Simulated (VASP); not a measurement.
A run of VASP 6.6.1 is set up as follows.

File INCAR:

```
PREC = Accurate ; ENCUT = 600
EDIFF = 1E-6 ; ISMEAR = 0
SIGMA = 0.02 ; LREAL = False
LASPH = True ; NELM = 100
ALGO = Normal ; ISIF = 3
LWAVE = False ; LCHARG = False
GGA = PE ; IBRION = 2
NSW = 100 ; EDIFFG = -0.01
```

Contents of KPOINTS:

```
regular mesh
0
Gamma
  8 8 4
```

File POSCAR:

```
Mg3S2O
1.0
    3.3729650504      0.0000000000      0.0000000000
    0.0000000000      3.3729650504      0.0000000000
    0.0000000000      0.0000000000      9.7370273026
Mg S O
3 2 1
Direct
    0.5000000000      0.0000000000      0.6162627510
    0.0000000000      0.5000000000      0.3837372490
    0.5000000000      0.5000000000      0.0000000000
    0.5000000000      0.0000000000      0.3454503308
    0.0000000000      0.5000000000      0.6545496692
    0.0000000000      0.0000000000      0.0000000000
```

Potentials or basis: VASP PAW PBE potentials, release 64 (Mg, S, O).

Launch:

```sh
$ cat potpaw_PBE.64/Mg/POTCAR potpaw_PBE.64/S/POTCAR potpaw_PBE.64/O/POTCAR > POTCAR
$ mpirun -np 1 vasp_std > vasp.out
```

What does it give for the relaxed volume?

18.98 Å³/atom.

Predict the relaxed cell.

a = 3.363 Å, b = 3.363 Å, c = 10.071 Å, α = 90.00°, β = 90.00°, γ = 90.00°.

Estimate the space group after relaxing (to 0.1 Å).

P-4m2 (No. 115).

The path:
| step | energy change (eV) | largest force (eV/Å) | pressure (GPa) | volume (Å³) |
| --- | --- | --- | --- | --- |
| 1 | 0.0000 | 0.0328 | -0.23 | 110.78 |
| 2 | -0.0007 | 0.0380 | 0.15 | 110.35 |
| 3 | -0.0007 | 0.0377 | 0.12 | 110.38 |
| 4 | -0.0011 | 0.0366 | 0.09 | 110.50 |
| 5 | -0.0016 | 0.0330 | 0.01 | 110.85 |
| 6 | -0.0016 | 0.0392 | -0.01 | 110.93 |
| 7 | -0.0020 | 0.0352 | -0.01 | 111.03 |
| 8 | -0.0024 | 0.0234 | 0.02 | 111.30 |
| 9 | -0.0027 | 0.0158 | 0.12 | 111.48 |
| 10 | -0.0029 | 0.0120 | 0.27 | 111.73 |
| 11 | -0.0029 | 0.0111 | 0.25 | 111.83 |
| 12 | -0.0032 | 0.0085 | 0.21 | 112.12 |
| 13 | -0.0035 | 0.0051 | 0.13 | 112.71 |
| 14 | -0.0037 | 0.0048 | -0.03 | 113.88 |
